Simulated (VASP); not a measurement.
# Pt (Fm-3m) in VASP: notebook, part 2 of 2

VASP 6.6.1.

## 6. Single point, r2SCAN

This run uses another cell than the first one, of 15.30 Å³/atom, 1.014 times its volume.

The input, POSCAR:

```
Pt
1.0
    0.0000000000      1.9705765473      1.9705765473
    1.9705765473      0.0000000000      1.9705765473
    1.9705765473      1.9705765473      0.0000000000
Pt
1
Direct
    0.0000000000      0.0000000000      0.0000000000
```

The input, INCAR.step1:

```
  PREC = Accurate
  ENCUT = 520
  ISMEAR = 1
  SIGMA = 0.6
  LREAL = F
  LASPH = T
  NELM = 60
  NBANDS = 11
  GGA = PE
  ALGO = Normal
  EDIFF = 1E-4
  LWAVE = T
  LCHARG = F
```

The input, INCAR.step2:

```
  PREC = Accurate
  ENCUT = 520
  EDIFF = 1E-6
  ISMEAR = 1
  SIGMA = 0.6
  LREAL = F
  LASPH = T
  NELM = 60
  ALGO = Normal
  ISIF = 2
  LWAVE = F
  LCHARG = T
  METAGGA = R2SCAN
  LMIXTAU = T
  LELF = T
  LVHAR = T
  NBANDS = 11
  ISTART = 1
```

The input, KPOINTS:

```
Automatic mesh
0
Gamma
  14 14 14
```

Potentials or basis: VASP PAW PBE potentials, release 64 (Pt).

Launch:

```sh
> cat potpaw_PBE.64/Pt/POTCAR > POTCAR
> cp INCAR.step1 INCAR
> mpirun -np 1 vasp_std > vasp.out
> cp INCAR.step2 INCAR
> mpirun -np 1 vasp_std > vasp.out
```

OUTCAR:

```text
PREC = Accurate
   ENCUT = 520
   EDIFF = 1E-6
   ISMEAR = 1
   LREAL = F
   LASPH = T
   NELM = 60
   ISIF = 2
   METAGGA = R2SCAN
   ISTART = 1

 ion  position               nearest neighbor table
   1  0.000  0.000  0.000-

  LATTYP: Found a face centered cubic cell.
 ALAT       =     3.9411530946

  Lattice vectors:

 A1 = (   0.0000000000,   1.9705765473,   1.9705765473)
 A2 = (   1.9705765473,   0.0000000000,   1.9705765473)
 A3 = (   1.9705765473,   1.9705765473,   0.0000000000)

Analysis of symmetry for initial positions (statically):
=====================================================================
 Subroutine PRICEL returns:
 Original cell was already a primitive cell.

 Routine SETGRP: Setting up the symmetry group for a
 face centered cubic supercell.

 Subroutine GETGRP returns: Found 48 space group operations
 (whereof 48 operations were pure point group operations)
 out of a pool of 48 trial point group operations.

The static configuration has the point symmetry O_h .

Analysis of symmetry for dynamics (positions and initial velocities):
=====================================================================
 Subroutine PRICEL returns:
 Original cell was already a primitive cell.

 Routine SETGRP: Setting up the symmetry group for a
 face centered cubic supercell.

 Subroutine GETGRP returns: Found 48 space group operations
 (whereof 48 operations were pure point group operations)
 out of a pool of 48 trial point group operations.

The dynamic configuration has the point symmetry O_h .

 Subroutine INISYM returns: Found 48 space group operations
 (whereof 48 operations are pure point group operations),
 and found     1 'primitive' translations

----------------------------------------------------------------------------------------

                                     Primitive cell

  volume of cell :      15.3042

  direct lattice vectors                    reciprocal lattice vectors
     0.000000000  1.970576547  1.970576547    -0.253732848  0.253732848  0.253732848
     1.970576547  0.000000000  1.970576547     0.253732848 -0.253732848  0.253732848
     1.970576547  1.970576547  0.000000000     0.253732848  0.253732848 -0.253732848

  length of vectors
     2.786816079  2.786816079  2.786816079     0.439478185  0.439478185  0.439478185

  position of ions in fractional coordinates (direct lattice)
     0.000000000  0.000000000  0.000000000

  ion indices of the primitive-cell ions
   primitive index   ion index
                 1           1

----------------------------------------------------------------------------------------

 KPOINTS: Automatic mesh

Automatic generation of k-mesh.
 Grid dimensions read from file:
 generate k-points for:   14   14   14

 Generating k-lattice:

  Cartesian coordinates                     Fractional coordinates (reciprocal lattice)
    -0.018123775  0.018123775  0.018123775     0.071428571  0.000000000  0.000000000
     0.018123775 -0.018123775  0.018123775     0.000000000  0.071428571  0.000000000
     0.018123775  0.018123775 -0.018123775     0.000000000  0.000000000  0.071428571

  Length of vectors
     0.031391299  0.031391299  0.031391299

  Shift w.r.t. Gamma in fractional coordinates (k-lattice)
     0.000000000  0.000000000  0.000000000

 Subroutine IBZKPT returns following result:
 ===========================================

 Found    104 irreducible k-points:

 Following reciprocal coordinates:
            Coordinates               Weight
  0.000000  0.000000  0.000000      1.000000
  0.071429  0.000000  0.000000      8.000000
  0.142857  0.000000  0.000000      8.000000
  0.214286  0.000000  0.000000      8.000000
  0.285714  0.000000  0.000000      8.000000
  0.357143  0.000000  0.000000      8.000000
[... 16 lines left out ...]
  0.214286  0.142857  0.000000     24.000000
  0.285714  0.142857  0.000000     24.000000
 [... further k-points ...]
   k-points           NKPTS =    104   k-points in BZ     NKDIM =    104   number of bands    NBANDS=     11
   number of dos      NEDOS =    301   number of ions     NIONS =      1
   total plane-waves  NPLWV =  13824
   dimension x,y,z NGX =    24 NGY =   24 NGZ =   24
   dimension x,y,z NGXF=    48 NGYF=   48 NGZF=   48
   ions per type =               1
   NGX,Y,Z   is equivalent  to a cutoff of  14.32, 14.32, 14.32 a.u.
   NGXF,Y,Z  is equivalent  to a cutoff of  28.63, 28.63, 28.63 a.u.
 SYSTEM =  unknown system
   PREC   = accura    normal or accurate (medium, high low for compatibility)
   ISTART =      1    job   : 0-new  1-cont  2-samecut
   ICHARG =      0    charge: 1-file 2-atom 10-const
   ISPIN  =      1    spin polarized calculation?
   LNONCOLLINEAR =      F non collinear calculations
   LSORBIT =      F    spin-orbit coupling
   LASPH  =      T    aspherical Exc in radial PAW
   ENCUT  =  520.0 eV  38.22 Ry    6.18 a.u.   5.18  5.18  5.18*2*pi/ulx,y,z
   NELM   =     60;   NELMIN=  2; NELMDL=  0     # of ELM steps
   EDIFF  = 0.1E-05   stopping-criterion for ELM
   LREAL  =      F    real-space projection
   EDIFFG = 0.1E-04   stopping-criterion for IOM
   NSW    =      0    number of steps for IOM
   IBRION =     -1    ionic relax: 0-MD 1-quasi-New 2-CG
   NFREE  =      0    steps in history (QN), initial steepest desc. (CG)
   ISIF   =      2    stress and relaxation
   ISYM   =      2    0-nonsym 1-usesym 2-fastsym
   POTIM  = 0.5000    time-step for ionic-motion
   TEBEG  =    0.0;   TEEND  =   0.0 temperature during run
   PSTRESS=    0.0 pullay stress
   NELECT =      10.0000    total number of electrons
   NUPDOWN=      -1.0000    fix difference up-down
   EMIN   =  10.00;   EMAX   =-10.00  energy-range for DOS
   EFERMI =   0.00;   METHOD = LEGACY
   ISMEAR =     1;   SIGMA  =   0.60  broadening in eV -4-tet -1-fermi 0-gaus
   EFERMI_NEDOS =   21; number of points for ismear=-14 and -15
   IALGO  =     38    algorithm
   IMIX   =      4    mixing-type and parameters
     AMIX     =   0.40;   BMIX     =  1.00
     AMIX_MAG =   1.60;   BMIX_MAG =  1.00
  volume/ion in A,a.u.               =      15.30       103.28
  Fermi-wavevector in a.u.,A,eV,Ry     =   1.420599  2.684543 27.457940  2.018102
  Thomas-Fermi vector in A             =   2.541497
   LORBIT       =      0    0 simple, 1 ext, 2 COOP (PROOUT), +10 PAW based schemes
   METAGGA = R2SCAN    functional components
   LHFCALC =     F    Hartree Fock is set to
   AEXX    =    0.0000 exact exchange contribution
   IVDW    =     0    specifies the selected vdW correction
   LEPSILON=     F    determine dielectric tensor
   LRPA    =     F    only Hartree local field effects (RPA)
 non-spin polarized calculation
 Methfessel and Paxton  Order N= 1 SIGMA  =   0.60
  energy-cutoff  :      520.00
  volume of cell :       15.30
 maximum number of plane-waves:       428
 NGX is ok and might be reduce to    24
   NGX = 11   NGY = 11   NGZ = 11

 number of electron      10.0000001 magnetization

 Free energy of the ion-electron system (eV)
  ---------------------------------------------------
  ext. energy  EPLUGINS =         0.00000000
  ---------------------------------------------------
  free energy    TOTEN  =       -51.52293357 eV

  energy without entropy =      -51.49039267  energy(sigma->0) =      -51.51208661

 E-fermi :  10.7445     XC(G=0): -14.5307

 val. band max:       10.7151637642   @ k =  -0.3571   0.3571   0.1429
 cond. band min:      10.7602916282   @ k =   0.5000   0.0000   0.0000
 fundamental gap:      0.0451278640
 Fermi energy:        10.7445372117

 k-point     1 :       0.0000    0.0000    0.0000
  band No.  band energies     occupation
      1       0.4096      2.00000
      2       6.9128      2.00000
      3       6.9128      2.00000
      4       6.9128      2.00000
      5       9.0261      2.00039
      6       9.0261      2.00039
      7      26.2591      0.00000
      8      31.3416      0.00000
      9      31.3416      0.00000
     10      31.3416      0.00000
     11      37.1582      0.00000
[... 309 lines left out ...]
 k-point    24 :       0.2857    0.1429    0.0000
  band No.  band energies     occupation
      1       3.0078      2.00000
      2       5.8376      2.00000
      3       7.2386      2.00000
      4       7.8418      2.00000
      5       8.9844      2.00027
      6       9.8226      2.05200
      7      25.6610      0.00000
      8      28.9490      0.00000
      9      30.3983      0.00000
     10      31.9376      0.00000
     11      35.9377      0.00000

 [... further k-points ...]

------------------------ aborting loop because EDIFF is reached ----------------------------------------

  FORCE on cell =-STRESS in cart. coord.  units (eV):
  Direction    XX          YY          ZZ          XY          YZ          ZX
  --------------------------------------------------------------------------------------
  -------------------------------------------------------------------------------------
  Total        0.0620655      0.0620655      0.0620655     -0.0000000      0.0000000     -0.0000000
  in kB        6.4975691      6.4975691      6.4975691     -0.0000000      0.0000000     -0.0000000
  external PRESSURE =       6.4975691 kB  Pullay stress =       0.0000000 kB

 VOLUME and BASIS-vectors are now :
 -----------------------------------------------------------------------------
  energy-cutoff  :      520.00
  volume of cell :       15.30
      direct lattice vectors                 reciprocal lattice vectors
     0.000000000  1.970576547  1.970576547    -0.253732848  0.253732848  0.253732848
     1.970576547  0.000000000  1.970576547     0.253732848 -0.253732848  0.253732848
     1.970576547  1.970576547  0.000000000     0.253732848  0.253732848 -0.253732848

 POSITION                                       TOTAL-FORCE (eV/Angst)
 -----------------------------------------------------------------------------------
      0.00000      0.00000      0.00000         0.000000      0.000000      0.000000
 -----------------------------------------------------------------------------------
    total drift:                               -0.000000     -0.000000     -0.000000

  FREE ENERGIE OF THE ION-ELECTRON SYSTEM (eV)
  ---------------------------------------------------
  free  energy   TOTEN  =       -51.5229335745 eV

  energy  without entropy=      -51.4903926726  energy(sigma->0) =      -51.51208661
```

OUTCAR.step1:

```text
PREC = Accurate
   ENCUT = 520
   ISMEAR = 1
   LREAL = F
   LASPH = T
[... 552 lines left out ...]

 POSITION                                       TOTAL-FORCE (eV/Angst)
 -----------------------------------------------------------------------------------
      0.00000      0.00000      0.00000         0.000000     -0.000000      0.000000
 -----------------------------------------------------------------------------------
    total drift:                                0.000000     -0.000000     -0.000000

  FREE ENERGIE OF THE ION-ELECTRON SYSTEM (eV)
  ---------------------------------------------------
  free  energy   TOTEN  =        -6.1160636995 eV

  energy  without entropy=       -6.0812585175  energy(sigma->0) =       -6.10446197
```

OSZICAR.step1:

```text
N       E                     dE             d eps       ncg     rms          rms(c)
DAV:   1     0.399044676793E+02    0.39904E+02   -0.52638E+03  2328   0.839E+02
DAV:   2    -0.584126461944E+01   -0.45746E+02   -0.43901E+02  2629   0.177E+02
DAV:   3    -0.648910994472E+01   -0.64785E+00   -0.64214E+00  2649   0.199E+01
DAV:   4    -0.649159256808E+01   -0.24826E-02   -0.24824E-02  2597   0.147E+00
DAV:   5    -0.649161273711E+01   -0.20169E-04   -0.20168E-04  2692   0.122E-01    0.124E+01
DAV:   6    -0.615635377619E+01    0.33526E+00   -0.77764E-01  2471   0.699E+00    0.658E+00
DAV:   7    -0.611942118601E+01    0.36933E-01   -0.13669E-01  2633   0.287E+00    0.251E+00
DAV:   8    -0.611622889338E+01    0.31923E-02   -0.52618E-03  2507   0.625E-01    0.531E-01
DAV:   9    -0.611606034560E+01    0.16855E-03   -0.10509E-04  2178   0.918E-02    0.443E-02
DAV:  10    -0.611606369946E+01   -0.33539E-05   -0.37552E-06  1276   0.156E-02
   1 F= -.61160637E+01 E0= -.61044620E+01  d E =-.348052E-01
```

Run time: 1.9 min. Hardware: 1 thread of AMD EPYC 7R43 (Zen 3), shared host; peak memory 0.12 GiB.

Results:

- Free energy: -51.5229 eV
- Pressure: 0.6 GPa
- Band gap on the k mesh: zero (band 5 reaches 11.25 eV, above the bottom of band 6 at 8.92 eV)

Caveat: the PAW data sets were made with another functional, which shifts forces and pressure a little; spin-orbit coupling is left out, which moves the levels of the heavy elements.

## 7. The runs side by side

```csv
task,spin,cell,cutoff (eV),smearing,gap on the mesh (eV),pressure (GPa)
relaxation of cell and atoms,off,"relaxed from a = 2.774 Å, angles 60.0°, 1 atom",600,fermi-dirac 0.1 eV,none,-0.1
single point,"non-collinear, zero start, SOC","a = 2.787 Å, angles 60.0°, 1 atom",520,fermi-dirac 0.1 eV,-,1.3
single point,off,"a = 2.787 Å, angles 60.0°, 1 atom",520,methfessel-paxton 0.2 eV,none,0.2
single point,off,"a = 2.787 Å, angles 60.0°, 1 atom",520,methfessel-paxton 0.3 eV,none,0.4
single point,off,"a = 2.787 Å, angles 60.0°, 1 atom",520,methfessel-paxton 0.6 eV,none,0.6
```

Alike in all rows: level r2SCAN; potentials or basis VASP PAW PBE potentials, release 64 (Pt); k mesh 14 × 14 × 14.

Caveats: the PAW data sets were made with another functional, which shifts forces and pressure a little; spin-orbit coupling is left out, which moves the levels of the heavy elements (some runs).

Total energies depend on the potentials used, so only differences within one code and one set of settings carry meaning.
